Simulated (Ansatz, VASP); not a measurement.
# Two plane-wave programs on LiTlS2

```
CELL_PARAMETERS angstrom
4.06677 0.00000 0.00000
0.00000 4.06677 0.00000
0.00000 0.00000 5.71878
ATOMIC_POSITIONS crystal
Li 0.00000 0.00000 0.00000
S 0.00000 0.50000 0.23090
S 0.50000 0.00000 0.76910
Tl 0.50000 0.50000 0.50000
```

Alike in both runs: task single point; functional PBE; k mesh 4 × 4 × 4; occupations methfessel-paxton of order 1, width 0.05 eV; no spin polarisation.

|  | VASP | Ansatz |
| --- | --- | --- |
| version | VASP 6.6.1 | Ansatz 0.2.0 |
| potentials or method | VASP PAW PBE potentials, release 64 (Li_sv, S, Tl_d) | plane waves |
| plane-wave cutoff (eV) | 520 | 420 |
| valence electrons in the cell | 28 | 28 |

VASP gave:

* gap on the k mesh at the Fermi level (eV): 0.93
* rms of the force components (eV/Å): 0.069

Problem. Which values does Ansatz return?

Solution. gap on the k mesh at the Fermi level (eV): 0.92; rms of the force components (eV/Å): 0.073.

Neither program's run includes spin-orbit coupling. Noted on VASP's run: the cutoff is short for stress, so the pressure is rough.
